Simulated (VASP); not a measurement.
Here is a VASP 6.6.1 calculation.

Contents of INCAR:

```
  ALGO = Normal
  EDIFF = 1E-8
  ENCUT = 520
  GGA = PS
  ISIF = 2
  ISMEAR = -1
  LASPH = T
  LCHARG = F
  LEFG = T
  LREAL = F
  LWAVE = F
  NBANDS = 7
  NELM = 80
  PREC = Accurate
  SIGMA = 0.03
```

KPOINTS

```
k-points
0
Gamma
  23 23 23
```

POSCAR

```
Be
1.0
   -1.2907145798      1.2907145798      1.2531209513
    1.2907145798     -1.2907145798      1.2531209513
    1.2907145798      1.2907145798     -1.2531209513
Be
1
Direct
    0.0000000000      0.0000000000      0.0000000000
```

Potentials or basis: VASP PAW PBE potentials, release 64 (Be).

Run with:

```sh
$ cat potpaw_PBE.64/Be/POTCAR > POTCAR
$ mpirun -np 1 vasp_std > vasp.out
```

**Question.** What does it give for the band gap on the k mesh?

**Answer.** Zero (band 1 reaches 10.86 eV, above the bottom of band 2 at 6.25 eV).

**Question.** What does it give for the pressure?

**Answer.** -7.9 GPa.

Stress tensor (GPa, compression positive):
```
-8.22  0.00  0.00
 0.00 -8.22  0.00
 0.00  0.00 -7.33
```

Caveat: the cell differs from its parent crystal (equal xx and yy strain of +3 %); without QUAD_EFG the Cq values of the log hold for a quadrupole moment of 1 mb, not for the nuclei; the PAW data sets were made with another functional, which shifts forces and pressure a little.
